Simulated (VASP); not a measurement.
# InAs (I4/mmm) in VASP: further runs

The runs below take InAs through single point, with LDA.

Everything below comes from runs of VASP 6.6.1. Logs are shortened: lines on timing, memory, paths and dates and some standing lists are left out, and cuts for length are marked.

## (1) The cell of the first run

The structure is tetragonal, space group I4/mmm (No. 139). The conventional cell has a = 4.395 Å, b = 4.395 Å, c = 5.294 Å, α = 90.00°, β = 90.00°, γ = 90.00°. In (site symmetry 4/mmm) has 6 As at 2.65 to 3.11 Å within 3.5 Å. As (site symmetry 4/mmm) has 6 In at 2.65 to 3.11 Å within 3.5 Å.

## (2) Single point, LDA (strain +0.080 along x and y, -0.080 along z)

The input, INCAR:

```
SYSTEM = InAs
ALGO = Normal ; EDIFF = 1E-7
ENCUT = 520 ; ISIF = 2
ISMEAR = 0 ; LASPH = .TRUE.
LCHARG = .FALSE. ; LREAL = .FALSE.
LWAVE = .FALSE. ; NBANDS = 16
NELM = 100 ; PREC = Accurate
SIGMA = 0.15
```

The input, KPOINTS:

```
k-points
0
G
  14 14 14
  0 0 0
```

The input, POSCAR:

```
InAs
1.0
    0.0000000000      3.1074883200      2.6471196800
    3.1074883200      0.0000000000      2.6471196800
    3.1074883200      3.1074883200      0.0000000000
In As
1 1
Direct
    0.5000000000      0.5000000000      0.5000000000
    0.0000000000      0.0000000000      0.0000000000
```

Potentials or basis: VASP PAW LDA potentials, release 64 (In_d, As).

Command:

```sh
$ cat potpaw_LDA.64/In_d/POTCAR potpaw_LDA.64/As/POTCAR > POTCAR
$ mpirun -np 1 vasp_std > vasp.out
```

OUTCAR:

```text
SYSTEM = InAs
   EDIFF = 1E-7
   ENCUT = 520
   ISIF = 2
   ISMEAR = 0
   LASPH = .TRUE.
   LREAL = .FALSE.
   NELM = 100
   PREC = Accurate

 ion  position               nearest neighbor table
   1  0.500  0.500  0.500-   2 2.65   2 2.65   2 3.11   2 3.11   2 3.11   2 3.11
   2  0.000  0.000  0.000-   1 2.65   1 2.65   1 3.11   1 3.11   1 3.11   1 3.11

  LATTYP: Found a body centered tetragonal cell.
 ALAT       =     4.3946521271
 C/A-ratio  =     1.2047004420

  Lattice vectors:

 A1 = (   0.0000000000,  -3.1074883200,  -2.6471196800)
 A2 = (   0.0000000000,   3.1074883200,  -2.6471196800)
 A3 = (   3.1074883200,   0.0000000000,   2.6471196800)

Analysis of symmetry for initial positions (statically):
=====================================================================
 Subroutine PRICEL returns:
 Original cell was already a primitive cell.

 Routine SETGRP: Setting up the symmetry group for a
 body centered tetragonal supercell.

 Subroutine GETGRP returns: Found 16 space group operations
 (whereof 16 operations were pure point group operations)
 out of a pool of 16 trial point group operations.

The static configuration has the point symmetry D_4h.

Analysis of symmetry for dynamics (positions and initial velocities):
=====================================================================
 Subroutine PRICEL returns:
 Original cell was already a primitive cell.

 Routine SETGRP: Setting up the symmetry group for a
 body centered tetragonal supercell.

 Subroutine GETGRP returns: Found 16 space group operations
 (whereof 16 operations were pure point group operations)
 out of a pool of 16 trial point group operations.

The dynamic configuration has the point symmetry D_4h.

 Subroutine INISYM returns: Found 16 space group operations
 (whereof 16 operations are pure point group operations),
 and found     1 'primitive' translations

----------------------------------------------------------------------------------------

                                     Primitive cell

  volume of cell :      51.1237

  direct lattice vectors                    reciprocal lattice vectors
     0.000000000  3.107488320  2.647119680    -0.160901651  0.160901651  0.188884546
     3.107488320  0.000000000  2.647119680     0.160901651 -0.160901651  0.188884546
     3.107488320  3.107488320  0.000000000     0.160901651  0.160901651 -0.188884546
[... 76 lines left out ...]
   ISTART =      0    job   : 0-new  1-cont  2-samecut
   ICHARG =      2    charge: 1-file 2-atom 10-const
   ISPIN  =      1    spin polarized calculation?
   LNONCOLLINEAR =      F non collinear calculations
   LSORBIT =      F    spin-orbit coupling
   LASPH  =      T    aspherical Exc in radial PAW
   ENCUT  =  520.0 eV  38.22 Ry    6.18 a.u.   7.59  7.59  8.17*2*pi/ulx,y,z
   NELM   =    100;   NELMIN=  2; NELMDL= -5     # of ELM steps
   EDIFF  = 0.1E-06   stopping-criterion for ELM
   LREAL  =      F    real-space projection
   EDIFFG = 0.1E-05   stopping-criterion for IOM
   NSW    =      0    number of steps for IOM
   IBRION =     -1    ionic relax: 0-MD 1-quasi-New 2-CG
   NFREE  =      0    steps in history (QN), initial steepest desc. (CG)
   ISIF   =      2    stress and relaxation
   ISYM   =      2    0-nonsym 1-usesym 2-fastsym
   POTIM  = 0.5000    time-step for ionic-motion
   TEBEG  =    0.0;   TEEND  =   0.0 temperature during run
   PSTRESS=    0.0 pullay stress
   NELECT =      18.0000    total number of electrons
   NUPDOWN=      -1.0000    fix difference up-down
   EMIN   =  10.00;   EMAX   =-10.00  energy-range for DOS
   EFERMI =   0.00;   METHOD = LEGACY
   ISMEAR =     0;   SIGMA  =   0.15  broadening in eV -4-tet -1-fermi 0-gaus
   EFERMI_NEDOS =   21; number of points for ismear=-14 and -15
   IALGO  =     38    algorithm
   IMIX   =      4    mixing-type and parameters
     AMIX     =   0.40;   BMIX     =  1.00
     AMIX_MAG =   1.60;   BMIX_MAG =  1.00
  volume/ion in A,a.u.               =      25.56       172.50
  Fermi-wavevector in a.u.,A,eV,Ry     =   1.156001  2.184525 18.181981  1.336338
  Thomas-Fermi vector in A             =   2.292625
   LORBIT       =      0    0 simple, 1 ext, 2 COOP (PROOUT), +10 PAW based schemes
   GGA     = CA    functional components
   LHFCALC =     F    Hartree Fock is set to
   AEXX    =    0.0000 exact exchange contribution
   IVDW    =     0    specifies the selected vdW correction
   LEPSILON=     F    determine dielectric tensor
   LRPA    =     F    only Hartree local field effects (RPA)
 non-spin polarized calculation
 Gauss-broadening in eV      SIGMA  =   0.15
  energy-cutoff  :      520.00
  volume of cell :       51.12
 maximum number of plane-waves:      1406
   NGX = 15   NGY = 15   NGZ = 17

 number of electron      18.0000006 magnetization

 Free energy of the ion-electron system (eV)
  ---------------------------------------------------
  ext. energy  EPLUGINS =         0.00000000
  ---------------------------------------------------
  free energy    TOTEN  =        -8.37046490 eV

  energy without entropy =       -8.35471702  energy(sigma->0) =       -8.36259096

 E-fermi :   5.0005     XC(G=0):  -9.9947

 val. band max:        4.9925580533   @ k =   0.5000   0.2143   0.1429
 cond. band min:       5.0006672822   @ k =   0.5000   0.0000   0.0714
 fundamental gap:      0.0081092289
 Fermi energy:         5.0005099561

 k-point     1 :       0.0000    0.0000    0.0000
  band No.  band energies     occupation
      1      -9.3950      2.00000
      2      -9.2569      2.00000
      3      -9.2569      2.00000
      4      -9.2418      2.00000
      5      -9.2010      2.00000
      6      -6.6899      2.00000
[... 433 lines left out ...]
      3      -9.2368      2.00000
      4      -9.2109      2.00000
      5      -9.2088      2.00000
      6      -5.9620      2.00000
[... 8 lines left out ...]
     15      15.1290      0.00000
     16      15.1291      0.00000

 [... further k-points ...]
[... 5 lines left out ...]
  --------------------------------------------------------------------------------------
  -------------------------------------------------------------------------------------
  Total       -2.9902979     -2.9902979      1.1758535      0.0000000      0.0000000      0.0000000
  in kB      -93.7135627    -93.7135627     36.8503150      0.0000000      0.0000000      0.0000000
  external PRESSURE =     -50.1922701 kB  Pullay stress =       0.0000000 kB

 VOLUME and BASIS-vectors are now :
 -----------------------------------------------------------------------------
  energy-cutoff  :      520.00
  volume of cell :       51.12
      direct lattice vectors                 reciprocal lattice vectors
     0.000000000  3.107488320  2.647119680    -0.160901651  0.160901651  0.188884546
     3.107488320  0.000000000  2.647119680     0.160901651 -0.160901651  0.188884546
     3.107488320  3.107488320  0.000000000     0.160901651  0.160901651 -0.188884546

 POSITION                                       TOTAL-FORCE (eV/Angst)
 -----------------------------------------------------------------------------------
      3.10749      3.10749      2.64712         0.000000     -0.000000     -0.000000
      0.00000      0.00000      0.00000        -0.000000      0.000000      0.000000
 -----------------------------------------------------------------------------------
    total drift:                                0.000000      0.000000      0.000000

  FREE ENERGIE OF THE ION-ELECTRON SYSTEM (eV)
  ---------------------------------------------------
  free  energy   TOTEN  =        -8.3704649031 eV

  energy  without entropy=       -8.3547170218  energy(sigma->0) =       -8.36259096
```

OSZICAR:

```text
N       E                     dE             d eps       ncg     rms          rms(c)
DAV:   1     0.103242134952E+03    0.10324E+03   -0.87789E+03  7864   0.129E+03
DAV:   2    -0.208708072538E+01   -0.10533E+03   -0.10133E+03  8480   0.295E+02
DAV:   3    -0.842727527898E+01   -0.63402E+01   -0.62645E+01 10168   0.684E+01
DAV:   4    -0.856950184063E+01   -0.14223E+00   -0.14214E+00  9480   0.113E+01
DAV:   5    -0.857569022099E+01   -0.61884E-02   -0.61883E-02 11688   0.216E+00    0.374E+00
DAV:   6    -0.838716233799E+01    0.18853E+00   -0.31613E-01 11304   0.906E+00    0.199E+00
DAV:   7    -0.837293699604E+01    0.14225E-01   -0.54484E-02 10984   0.200E+00    0.622E-01
DAV:   8    -0.837062011622E+01    0.23169E-02   -0.48811E-03 10120   0.850E-01    0.156E-01
DAV:   9    -0.837047223820E+01    0.14788E-03   -0.54117E-04 11336   0.279E-01    0.967E-02
DAV:  10    -0.837046575383E+01    0.64844E-05   -0.44792E-05 10808   0.616E-02    0.526E-02
DAV:  11    -0.837046540121E+01    0.35262E-06   -0.90430E-06 11680   0.404E-02    0.126E-02
DAV:  12    -0.837046491099E+01    0.49022E-06   -0.15372E-06  8960   0.120E-02    0.349E-03
DAV:  13    -0.837046490313E+01    0.78678E-08   -0.11946E-07  7848   0.313E-03
   1 F= -.83704649E+01 E0= -.83625910E+01  d E =-.157479E-01
```

stdout:

```text
POSCAR found type information on POSCAR InAs
 POSCAR found :  2 types and       2 ions
 scaLAPACK will be used
 LDA part: xc-table for (Slater(with rela. corr.)+CA(PZ))
 , standard interpolation
 POSCAR, INCAR and KPOINTS ok, starting setup
 FFT: planning ... GRIDC
 FFT: planning ... GRID_SOFT
 FFT: planning ... GRID
 WAVECAR not read
 entering main loop
```

Wall time 5.1 min (1 thread of Intel Xeon Platinum 8259CL at 2.50GHz (Skylake/Cascade Lake), shared host); peak memory 0.31 GiB.

Results:

| Item | Value |
| --- | --- |
| Free energy | -8.3705 eV |
| Pressure | -5.0 GPa |
| Band gap on the k mesh | zero (band 9 reaches 5.36 eV, above the bottom of band 10 at 2.56 eV) |

Stress tensor (GPa, compression positive):
```
-9.37  0.00  0.00
 0.00 -9.37  0.00
 0.00  0.00  3.69
```

Levels at points of the mesh, in eV from the Fermi level:
```tsv
k point	band 5	band 6	band 7	band 8	band 9	band 10	band 11	band 12	band 13	band 14
(0.00, 0.00, 0.00)	-14.20	-11.69	-1.27	-1.06	0.32	0.32	5.67	5.67	7.00	7.00
(0.50, 0.00, 0.00)	-14.18	-10.33	-6.34	-0.10	0.24	1.67	2.61	4.41	4.52	9.95
(0.50, 0.50, 0.00)	-14.18	-9.04	-4.37	-3.46	-2.44	-2.44	3.57	8.11	8.11	10.02
(0.50, 0.00, 0.50)	-14.17	-9.87	-4.32	-2.71	-2.57	-0.91	4.40	6.57	8.65	11.18
```

Caveat: the cell differs from its parent crystal (strain +0.080 along x and y, -0.080 along z); spin-orbit coupling is left out, which moves the levels of the heavy elements.

## (3) Single point, LDA (strain +0.000 along x and y, +0.080 along z)

The input, INCAR:

```
SYSTEM = InAs
ALGO     = Normal         ! electronic algorithm
EDIFF    = 1E-6           ! SCF threshold, eV
ENCUT    = 520            ! plane-wave cutoff, eV
ISIF     = 2              ! what is computed and relaxed
ISMEAR   = 0              ! smearing method
LASPH    = .True.         ! aspherical terms in the spheres
LCHARG   = .False.        ! write CHGCAR
LREAL    = .False.        ! projectors in reciprocal space
LWAVE    = .False.        ! write WAVECAR
NBANDS   = 16             ! bands
NELM     = 60             ! most SCF steps
PREC     = Accurate       ! precision mode
SIGMA    = 0.15           ! smearing width, eV
```

The input, KPOINTS:

```
k-points
0
Gamma
  14 14 14
  0 0 0
```

The input, POSCAR:

```
InAs
1.0
    0.0000000000      2.8773040000      3.1074883200
    2.8773040000      0.0000000000      3.1074883200
    2.8773040000      2.8773040000      0.0000000000
In As
1 1
Direct
    0.5000000000      0.5000000000      0.5000000000
    0.0000000000      0.0000000000      0.0000000000
```

Potentials or basis: VASP PAW LDA potentials, release 64 (In_d, As).

Command:

```sh
$ cat potpaw_LDA.64/In_d/POTCAR potpaw_LDA.64/As/POTCAR > POTCAR
$ mpirun -np 1 vasp_std > vasp.out
```

Wall time 3.4 min (1 thread of Intel Xeon Platinum 8259CL at 2.50GHz (Skylake/Cascade Lake), shared host); peak memory 0.32 GiB.

It converged, with:

- Free energy: -8.5215 eV
- Pressure: -7.6 GPa
- Band gap on the k mesh: zero (band 9 reaches 5.36 eV, above the bottom of band 10 at 3.11 eV)

Stress tensor (GPa, compression positive):
```
-6.56  0.00  0.00
 0.00 -6.56  0.00
 0.00  0.00 -9.63
```

Levels at points of the mesh, in eV from the Fermi level:
```
           k point  band 7  band 8  band 9  band 10  band 11  band 12
(0.00, 0.00, 0.00)   -1.26   -0.38   -0.38     0.27     5.74     6.87
(0.50, 0.00, 0.00)   -6.19    0.01    0.36     1.88     3.10     3.47
(0.50, 0.50, 0.00)   -4.21   -2.71   -1.81    -1.81     4.26     8.63
(0.50, 0.00, 0.50)   -4.27   -3.24   -2.48    -1.65     3.95     7.32
```

Caveat: the cell differs from its parent crystal (strain +0.000 along x and y, +0.080 along z); spin-orbit coupling is left out, which moves the levels of the heavy elements.

## (4) Single point, LDA (strain +0.080 along x and y, +0.000 along z)

The input, INCAR:

```
  PREC = Accurate
  ENCUT = 520
  EDIFF = 1E-6
  ISMEAR = 0
  SIGMA = 0.15
  LREAL = False
  LASPH = True
  NELM = 60
  ALGO = Normal
  ISIF = 2
  LWAVE = False
  LCHARG = True
  GGA = CA
  LELF = True
  LVHAR = True
  NBANDS = 16
```

The input, KPOINTS:

```
regular mesh
0
Gamma
  14 14 14
```

The input, POSCAR:

```
InAs
1.0
    0.0000000000      3.1074883200      2.8773040000
    3.1074883200      0.0000000000      2.8773040000
    3.1074883200      3.1074883200      0.0000000000
In As
1 1
Direct
    0.5000000000      0.5000000000      0.5000000000
    0.0000000000      0.0000000000      0.0000000000
```

Command:

```sh
$ cat potpaw_LDA.64/In_d/POTCAR potpaw_LDA.64/As/POTCAR > POTCAR
$ mpirun -np 1 vasp_std > vasp.out
```

It took 3.4 min on 1 thread of Intel Xeon Platinum 8259CL at 2.50GHz (Skylake/Cascade Lake), shared host; peak memory 0.33 GiB.

It converged, with:

```
Free energy            : -8.2909 eV
Pressure               : -9.6 GPa
Band gap on the k mesh : zero (band 9 reaches 4.49 eV, above the bottom of band 10 at 2.22 eV)
```

Stress tensor (GPa, compression positive):
```
-10.56   0.00   0.00
  0.00 -10.56   0.00
  0.00   0.00  -7.75
```

Levels at points of the mesh, in eV from the Fermi level:
```tsv
k point	band 6	band 7	band 8	band 9	band 10	band 11	band 12	band 13
(0.00, 0.00, 0.00)	-11.21	-1.69	-0.60	0.11	0.11	5.98	5.98	6.97
(0.50, 0.00, 0.00)	-10.00	-5.85	0.06	0.25	1.85	2.91	3.49	3.54
(0.50, 0.50, 0.00)	-9.21	-3.89	-3.37	-1.94	-1.94	3.93	7.66	7.66
(0.50, 0.00, 0.50)	-9.58	-3.83	-2.98	-2.10	-1.28	4.27	7.02	8.27
```

Caveat: the cell differs from its parent crystal (strain +0.080 along x and y, +0.000 along z); spin-orbit coupling is left out, which moves the levels of the heavy elements.

## (5) The runs side by side

| cell | gap on the mesh (eV) | pressure (GPa) |
| --- | --- | --- |
| a = 4.082, b = 4.082, c = 4.395 Å, angles 57.4, 57.4, 65.1°, 2 atoms | none | -5.0 |
| a = 4.235, b = 4.235, c = 4.069 Å, angles 61.3, 61.3, 57.4°, 2 atoms | none | -7.6 |
| a = 4.235, b = 4.235, c = 4.395 Å, angles 58.7, 58.7, 62.5°, 2 atoms | none | -9.6 |

Alike in all rows: task single point; level LDA; potentials or basis VASP PAW LDA potentials, release 64 (In_d, As); no spin polarisation; k mesh 14 × 14 × 14; cutoff (eV) 520; smearing gaussian 0.15 eV.

Caveats: spin-orbit coupling is left out, which moves the levels of the heavy elements.

Total energies depend on the potentials used, so only differences within one code and one set of settings carry meaning.
